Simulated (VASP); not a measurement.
# Sc (Pm-3m) in VASP: notebook

The runs below take Sc through single point, relaxation of cell and atoms, with LDA.

All numbers are computed with VASP 6.6.1; they aren't measurements. Logs are shortened: lines on timing, memory, paths and dates and some standing lists are left out, and cuts for length are marked.

## 1. The cell of the first run

It takes space group Pm-3m (No. 221, cubic). The conventional cell has a = 2.863 Å, b = 2.863 Å, c = 2.863 Å, α = 90.00°, β = 90.00°, γ = 90.00°. Sc (site symmetry m-3m) has 6 Sc at 2.86 Å within 3.8 Å.

## 2. Single point, LDA

Contents of INCAR:

```
PREC = Accurate
ENCUT = 520
EDIFF = 1E-6
ISMEAR = -1
SIGMA = 0.05
LREAL = F
LASPH = T
NELM = 100
ALGO = Normal
ISIF = 2
LWAVE = F
LCHARG = F
GGA = CA
NBANDS = 12
```

Contents of KPOINTS:

```
regular mesh
0
Gamma
  7 7 7
```

Contents of POSCAR:

```
Sc
1.0
    2.8633900919      0.0000000000      0.0000000000
    0.0000000000      2.8633900919      0.0000000000
    0.0000000000      0.0000000000      2.8633900919
Sc
1
Direct
    0.0000000000      0.0000000000      0.0000000000
```

Potentials or basis: VASP PAW LDA potentials, release 64 (Sc_sv).

Command:

```sh
$ cat potpaw_LDA.64/Sc_sv/POTCAR > POTCAR
$ mpirun -np 1 vasp_std > vasp.out
```

OUTCAR:

```text
PREC = Accurate
   ENCUT = 520
   EDIFF = 1E-6
   ISMEAR = -1
   LREAL = F
   LASPH = T
   NELM = 100
   ISIF = 2
   GGA = CA

 ion  position               nearest neighbor table
   1  0.000  0.000  0.000-

  LATTYP: Found a simple cubic cell.
 ALAT       =     2.8633900919

  Lattice vectors:

 A1 = (   2.8633900919,   0.0000000000,   0.0000000000)
 A2 = (   0.0000000000,   2.8633900919,   0.0000000000)
 A3 = (   0.0000000000,   0.0000000000,   2.8633900919)

Analysis of symmetry for initial positions (statically):
=====================================================================
 Subroutine PRICEL returns:
 Original cell was already a primitive cell.

 Routine SETGRP: Setting up the symmetry group for a
 simple cubic supercell.

 Subroutine GETGRP returns: Found 48 space group operations
 (whereof 48 operations were pure point group operations)
 out of a pool of 48 trial point group operations.

The static configuration has the point symmetry O_h .

Analysis of symmetry for dynamics (positions and initial velocities):
=====================================================================
 Subroutine PRICEL returns:
 Original cell was already a primitive cell.

 Routine SETGRP: Setting up the symmetry group for a
 simple cubic supercell.

 Subroutine GETGRP returns: Found 48 space group operations
 (whereof 48 operations were pure point group operations)
 out of a pool of 48 trial point group operations.

The dynamic configuration has the point symmetry O_h .

 Subroutine INISYM returns: Found 48 space group operations
 (whereof 48 operations are pure point group operations),
 and found     1 'primitive' translations

----------------------------------------------------------------------------------------

                                     Primitive cell

  volume of cell :      23.4769

  direct lattice vectors                    reciprocal lattice vectors
     2.863390092  0.000000000  0.000000000     0.349236383  0.000000000  0.000000000
     0.000000000  2.863390092  0.000000000     0.000000000  0.349236383  0.000000000
     0.000000000  0.000000000  2.863390092     0.000000000  0.000000000  0.349236383

  length of vectors
     2.863390092  2.863390092  2.863390092     0.349236383  0.349236383  0.349236383

  position of ions in fractional coordinates (direct lattice)
     0.000000000  0.000000000  0.000000000

  ion indices of the primitive-cell ions
   primitive index   ion index
                 1           1

----------------------------------------------------------------------------------------

 KPOINTS: regular mesh

Automatic generation of k-mesh.
 Grid dimensions read from file:
 generate k-points for:    7    7    7

 Generating k-lattice:

  Cartesian coordinates                     Fractional coordinates (reciprocal lattice)
     0.049890912  0.000000000  0.000000000     0.142857143  0.000000000  0.000000000
     0.000000000  0.049890912  0.000000000     0.000000000  0.142857143  0.000000000
     0.000000000  0.000000000  0.049890912     0.000000000  0.000000000  0.142857143

  Length of vectors
     0.049890912  0.049890912  0.049890912

  Shift w.r.t. Gamma in fractional coordinates (k-lattice)
     0.000000000  0.000000000  0.000000000

 Subroutine IBZKPT returns following result:
 ===========================================

 Found     20 irreducible k-points:

 Following reciprocal coordinates:
            Coordinates               Weight
  0.000000  0.000000  0.000000      1.000000
  0.142857  0.000000  0.000000      6.000000
  0.285714  0.000000  0.000000      6.000000
  0.428571  0.000000  0.000000      6.000000
  0.142857  0.142857  0.000000     12.000000
  0.285714  0.142857  0.000000     24.000000
[... 12 lines left out ...]
  0.428571  0.428571  0.285714     24.000000
  0.428571  0.428571  0.428571      8.000000
   k-points           NKPTS =     20   k-points in BZ     NKDIM =     20   number of bands    NBANDS=     12
   number of dos      NEDOS =    301   number of ions     NIONS =      1
   total plane-waves  NPLWV =  13824
   dimension x,y,z NGX =    24 NGY =   24 NGZ =   24
   dimension x,y,z NGXF=    48 NGYF=   48 NGZF=   48
   ions per type =               1
   NGX,Y,Z   is equivalent  to a cutoff of  13.93, 13.93, 13.93 a.u.
   NGXF,Y,Z  is equivalent  to a cutoff of  27.87, 27.87, 27.87 a.u.
 SYSTEM =  unknown system
   PREC   = accura    normal or accurate (medium, high low for compatibility)
   ISTART =      0    job   : 0-new  1-cont  2-samecut
   ICHARG =      2    charge: 1-file 2-atom 10-const
   ISPIN  =      1    spin polarized calculation?
   LNONCOLLINEAR =      F non collinear calculations
   LSORBIT =      F    spin-orbit coupling
   LASPH  =      T    aspherical Exc in radial PAW
   ENCUT  =  520.0 eV  38.22 Ry    6.18 a.u.   5.32  5.32  5.32*2*pi/ulx,y,z
   NELM   =    100;   NELMIN=  2; NELMDL= -5     # of ELM steps
   EDIFF  = 0.1E-05   stopping-criterion for ELM
   LREAL  =      F    real-space projection
   EDIFFG = 0.1E-04   stopping-criterion for IOM
   NSW    =      0    number of steps for IOM
   IBRION =     -1    ionic relax: 0-MD 1-quasi-New 2-CG
   NFREE  =      0    steps in history (QN), initial steepest desc. (CG)
   ISIF   =      2    stress and relaxation
   ISYM   =      2    0-nonsym 1-usesym 2-fastsym
   POTIM  = 0.5000    time-step for ionic-motion
   TEBEG  =    0.0;   TEEND  =   0.0 temperature during run
   PSTRESS=    0.0 pullay stress
   NELECT =      11.0000    total number of electrons
   NUPDOWN=      -1.0000    fix difference up-down
   EMIN   =  10.00;   EMAX   =-10.00  energy-range for DOS
   EFERMI =   0.00;   METHOD = LEGACY
   ISMEAR =    -1;   SIGMA  =   0.05  broadening in eV -4-tet -1-fermi 0-gaus
   EFERMI_NEDOS =   21; number of points for ismear=-14 and -15
   IALGO  =     38    algorithm
   IMIX   =      4    mixing-type and parameters
     AMIX     =   0.40;   BMIX     =  1.00
     AMIX_MAG =   1.60;   BMIX_MAG =  1.00
  volume/ion in A,a.u.               =      23.48       158.43
  Fermi-wavevector in a.u.,A,eV,Ry     =   1.271526  2.402836 21.997601  1.616778
  Thomas-Fermi vector in A             =   2.404454
   LORBIT       =      0    0 simple, 1 ext, 2 COOP (PROOUT), +10 PAW based schemes
   GGA     = CA    functional components
   LHFCALC =     F    Hartree Fock is set to
   AEXX    =    0.0000 exact exchange contribution
   IVDW    =     0    specifies the selected vdW correction
   LEPSILON=     F    determine dielectric tensor
   LRPA    =     F    only Hartree local field effects (RPA)
 non-spin polarized calculation
  energy-cutoff  :      520.00
  volume of cell :       23.48
 maximum number of plane-waves:       642
 NGX is ok and might be reduce to    24
   NGX = 11   NGY = 11   NGZ = 11

 number of electron      11.0000002 magnetization

 Free energy of the ion-electron system (eV)
  ---------------------------------------------------
  ext. energy  EPLUGINS =         0.00000000
  ---------------------------------------------------
  free energy    TOTEN  =        -5.99918941 eV

  energy without entropy =       -5.98185671  energy(sigma->0) =       -5.99052306

 E-fermi :   3.8306     XC(G=0): -10.2790

 val. band max:        3.7922249554   @ k =   0.4286   0.0000   0.0000
 cond. band min:       3.8347022898   @ k =   0.4286   0.0000   0.0000
 fundamental gap:      0.0424773345
 Fermi energy:         3.8306024817

 k-point     1 :       0.0000    0.0000    0.0000
  band No.  band energies     occupation
      1     -45.0382      2.00000
      2     -23.6414      2.00000
      3     -23.6414      2.00000
      4     -23.6414      2.00000
      5      -1.2762      2.00000
      6       3.1966      1.99999
      7       3.1966      1.99999
      8       8.0384      0.00000
      9       8.0384      0.00000
     10       8.0384      0.00000
     11      17.0354      0.00000
     12      17.0354      0.00000

 k-point     2 :       0.1429    0.0000    0.0000
  band No.  band energies     occupation
      1     -45.0196      2.00000
      2     -23.7858      2.00000
      3     -23.6291      2.00000
      4     -23.6291      2.00000
      5      -0.8300      2.00000
      6       3.3135      1.99994
      7       3.4916      1.99773
      8       7.6325      0.00000
      9       7.6325      0.00000
     10       8.0689      0.00000
     11      14.6964      0.00000
     12      17.7769      0.00000

 k-point     3 :       0.2857    0.0000    0.0000
  band No.  band energies     occupation
      1     -44.9775      2.00000
      2     -24.1003      2.00000
      3     -23.6012      2.00000
      4     -23.6012      2.00000
      5       0.3462      2.00000
      6       3.5923      1.98311
      7       4.0162      0.04772
      8       6.8564      0.00000
      9       6.8564      0.00000
     10       8.1381      0.00000
     11      11.9606      0.00000
     12      19.3449      0.00000
[... 226 lines left out ...]
 k-point    19 :       0.4286    0.4286    0.2857
  band No.  band energies     occupation
      1     -44.7966      2.00000
      2     -24.1833      2.00000
      3     -24.1791      2.00000
      4     -23.9292      2.00000
      5       2.6736      2.00000
      6       4.0504      0.02434
      7       4.1573      0.00290
      8       6.5831      0.00000
      9       8.4380      0.00000
     10      10.2412      0.00000
     11      12.1877      0.00000
     12      13.3041      0.00000

 k-point    20 :       0.4286    0.4286    0.4286
  band No.  band energies     occupation
      1     -44.7652      2.00000
      2     -24.1516      2.00000
      3     -24.1460      2.00000
      4     -24.1460      2.00000
      5       3.1048      2.00000
      6       3.4307      1.99933
      7       3.4307      1.99933
      8       8.5641      0.00000
      9       8.5641      0.00000
     10      11.5568      0.00000
     11      12.3086      0.00000
     12      13.6977      0.00000

------------------------ aborting loop because EDIFF is reached ----------------------------------------

  FORCE on cell =-STRESS in cart. coord.  units (eV):
  Direction    XX          YY          ZZ          XY          YZ          ZX
  --------------------------------------------------------------------------------------
  -------------------------------------------------------------------------------------
  Total       -0.0550662     -0.0550662     -0.0550662      0.0000000     -0.0000000      0.0000000
  in kB       -3.7579773     -3.7579773     -3.7579773      0.0000000     -0.0000000      0.0000000
  external PRESSURE =      -3.7579773 kB  Pullay stress =       0.0000000 kB

 VOLUME and BASIS-vectors are now :
 -----------------------------------------------------------------------------
  energy-cutoff  :      520.00
  volume of cell :       23.48
      direct lattice vectors                 reciprocal lattice vectors
     2.863390092  0.000000000  0.000000000     0.349236383  0.000000000  0.000000000
     0.000000000  2.863390092  0.000000000     0.000000000  0.349236383  0.000000000
     0.000000000  0.000000000  2.863390092     0.000000000  0.000000000  0.349236383

 POSITION                                       TOTAL-FORCE (eV/Angst)
 -----------------------------------------------------------------------------------
      0.00000      0.00000      0.00000         0.000000      0.000000      0.000000
 -----------------------------------------------------------------------------------
    total drift:                               -0.000000     -0.000000      0.000000

  FREE ENERGIE OF THE ION-ELECTRON SYSTEM (eV)
  ---------------------------------------------------
  free  energy   TOTEN  =        -5.9991894133 eV

  energy  without entropy=       -5.9818567080  energy(sigma->0) =       -5.99052306
```

It took 2.1 s on 1 thread of Intel Xeon 6975P-C (Granite Rapids), shared host; peak memory 0.12 GiB.

What came out:

| Quantity | Value |
| --- | --- |
| Free energy | -5.9992 eV |
| Pressure | -0.4 GPa |

Levels at points of the mesh, in eV from the Fermi level:
| k point | band 2 | band 3 | band 4 | band 5 | band 6 | band 7 | band 8 | band 9 | band 10 | band 11 |
| --- | --- | --- | --- | --- | --- | --- | --- | --- | --- | --- |
| (0.00, 0.00, 0.00) | -27.47 | -27.47 | -27.47 | -5.11 | -0.63 | -0.63 | 4.21 | 4.21 | 4.21 | 13.20 |

## 3. Relaxation of cell and atoms, LDA

This run uses another cell than the first one, of 27.54 Å³/atom, 1.173 times its volume.

Contents of INCAR:

```
SYSTEM = Sc
  ALGO = Normal
  EDIFF = 1E-6
  EDIFFG = -0.03
  ENCUT = 600
  GGA = CA
  IBRION = 2
  ISIF = 3
  ISMEAR = -1
  LASPH = .True.
  LCHARG = .False.
  LREAL = .False.
  LWAVE = .False.
  NELM = 60
  NSW = 60
  PREC = Accurate
  SIGMA = 0.05
```

Contents of KPOINTS:

```
k-points
0
Gamma
  7 7 7
  0 0 0
```

Contents of POSCAR:

```
Sc
1.0
    3.0200000000      0.0000000000      0.0000000000
    0.0000000000      3.0200000000      0.0000000000
    0.0000000000      0.0000000000      3.0200000000
Sc
1
Direct
    0.0000000000      0.0000000000      0.0000000000
```

Potentials or basis: VASP PAW LDA potentials, release 64 (Sc_sv).

Command:

```sh
$ cat potpaw_LDA.64/Sc_sv/POTCAR > POTCAR
$ mpirun -np 1 vasp_std > vasp.out
```

Run time: 8.6 s. Hardware: 1 thread of Intel Xeon Platinum 8259CL at 2.50GHz (Skylake/Cascade Lake), shared host; peak memory 0.13 GiB.

Results (log left out):

- Free energy: -5.9996 eV
- Relaxed volume: 23.40 Å³/atom
- Relaxed cell: a = 2.860 Å, b = 2.860 Å, c = 2.860 Å, α = 90.00°, β = 90.00°, γ = 90.00°
- Space group after relaxing (to 0.05 Å): Pm-3m (No. 221)
- Energy gained by relaxing: 83.3 meV/atom
- Ionic steps: 3
- Pressure after relaxing: -0.2 GPa

Step by step:
```csv
step,energy change (eV),largest force (eV/Å),pressure (GPa),volume (Å³)
1,0.0000,0.0000,-5.54,27.54
2,-0.0812,0.0000,-1.04,23.92
3,-0.0833,0.0000,-0.19,23.40
```

Final structure:
```xyz
1
Lattice="2.8604 0.0000 0.0000 0.0000 2.8604 0.0000 0.0000 0.0000 2.8604" Properties=species:S:1:pos:R:3 pbc="T T T"
Sc    0.0000    0.0000    0.0000
```

Levels at points of the mesh, in eV from the Fermi level:
| k point | band 2 | band 3 | band 4 | band 5 | band 6 | band 7 | band 8 | band 9 |
| --- | --- | --- | --- | --- | --- | --- | --- | --- |
| (0.00, 0.00, 0.00) | -27.46 | -27.46 | -27.46 | -5.11 | -0.64 | -0.64 | 4.22 | 4.22 |

Caveat: the volume moved by over 15 % at a fixed basis, so the end points are rough.
